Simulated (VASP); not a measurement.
Input of a VASP 6.6.1 run:

File INCAR:

```
PREC = Accurate ; ENCUT = 600
EDIFF = 1E-6 ; ISMEAR = 1
SIGMA = 0.1 ; LREAL = F
LASPH = T ; NELM = 60
ALGO = Normal ; ISIF = 3
LWAVE = F ; LCHARG = F
GGA = PS ; IBRION = 2
NSW = 80 ; EDIFFG = -0.03
```

KPOINTS

```
regular mesh
0
Gamma
  8 8 8
```

The input POSCAR:

```
Bi
1.0
    3.4319380000      0.0000000000      0.0000000000
   -1.1439792975      3.2356621892      0.0000000000
   -1.1439792975     -1.6178310186      2.8021656978
Bi
1
Direct
    0.0000000000      0.0000000000      0.0000000000
```

Potentials or basis: VASP PAW PBE potentials, release 64 (Bi_d).

Command:

```bash
$ cat potpaw_PBE.64/Bi_d/POTCAR > POTCAR
$ mpirun -np 1 vasp_std > vasp.out
```

Question: What does it give for the relaxed volume?

Answer: 29.91 Å³/atom.

Question: Predict the relaxed cell.

Answer: a = 3.387 Å, b = 3.387 Å, c = 3.387 Å, α = 109.47°, β = 109.47°, γ = 109.47°.

Step by step:
| step | energy change (eV) | largest force (eV/Å) | pressure (GPa) | volume (Å³) |
| --- | --- | --- | --- | --- |
| 1 | 0.0000 | 0.0000 | -2.24 | 31.12 |
| 2 | -0.0054 | 0.0000 | 1.56 | 29.20 |
| 3 | -0.0088 | 0.0000 | 0.02 | 29.91 |

Caveat: the PAW data sets were made with another functional, which shifts forces and pressure a little.
